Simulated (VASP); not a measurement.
A run of VASP 6.6.1 is set up as follows.

Contents of POSCAR:

```
N
1.0
    3.5804190885      0.0000000000      0.0000000000
   -1.7902095442      3.1007338868      0.0000000000
    0.0000000000      0.0000000000      7.6415025808
N
4
Direct
    0.3333333333      0.6666666667      0.3215708973
    0.3333333333      0.6666666667      0.1784291027
    0.6666666667      0.3333333333      0.8215708973
    0.6666666667      0.3333333333      0.6784291027
```

The input INCAR.step1:

```
ALGO = Normal
EDIFF = 1E-4
ENCUT = 520
GGA = PE
ISMEAR = 0
LASPH = True
LCHARG = False
LREAL = False
LWAVE = True
NBANDS = 18
NELM = 60
PREC = Accurate
SIGMA = 0.01
```

Contents of INCAR.step2:

```
ALGO = Normal
EDIFF = 1E-6
ENCUT = 520
ISIF = 2
ISMEAR = 0
ISTART = 1
LASPH = True
LCHARG = True
LELF = True
LMIXTAU = True
LREAL = False
LVHAR = True
LWAVE = False
METAGGA = R2SCAN
NBANDS = 18
NELM = 60
PREC = Accurate
SIGMA = 0.01
```

KPOINTS

```
k-points
0
Gamma
  12 12 4
```

Potentials or basis: VASP PAW PBE potentials, release 64 (N).

Launch:

```console
$ cat potpaw_PBE.64/N/POTCAR > POTCAR
$ cp INCAR.step1 INCAR
$ mpirun -np 1 vasp_std > vasp.out
$ cp INCAR.step2 INCAR
$ mpirun -np 1 vasp_std > vasp.out
```

Predict the pressure.

3.1 GPa.

Estimate the largest force.

2.245 eV/Å.

Estimate the band gap on the k mesh.

7.70 eV (least direct gap 7.75 eV).

Forces in eV/Å, atoms in the order of the input:
```
N    0.000  0.000  2.245
N    0.000  0.000 -2.245
N    0.000  0.000  2.245
N    0.000  0.000 -2.245
```

Caveat: the standard files for N, O and F lose accuracy on very short bonds; the cell stands under pressure; the PAW data sets were made with another functional, which shifts forces and pressure a little. A k mesh can miss the band edges.
